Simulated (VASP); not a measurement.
Input of a VASP 6.6.1 run:

Contents of INCAR:

```
PREC = Accurate ; ENCUT = 520
EDIFF = 1E-6 ; ISMEAR = -1
SIGMA = 0.1 ; LREAL = F
LASPH = T ; NELM = 60
ALGO = Normal ; ISIF = 2
LWAVE = F ; LCHARG = T
GGA = RE ; LELF = T
LVHAR = T ; NBANDS = 14
```

Contents of KPOINTS:

```
Automatic mesh
0
Gamma
  14 14 14
```

File POSCAR:

```
Rh
1.0
    2.4444808952      0.0000000000      0.0000000000
    0.0000000000      2.4444808952      0.0000000000
    0.0000000000      0.0000000000      2.4444808952
Rh
1
Direct
    0.0000000000      0.0000000000      0.0000000000
```

Potentials or basis: VASP PAW PBE potentials, release 64 (Rh_pv).

The run is started by

```sh
$ cat potpaw_PBE.64/Rh_pv/POTCAR > POTCAR
$ mpirun -np 1 vasp_std > vasp.out
```

Q: Predict the pressure.

A: 30.0 GPa.

Caveat: the PAW data sets were made with another functional, which shifts forces and pressure a little.
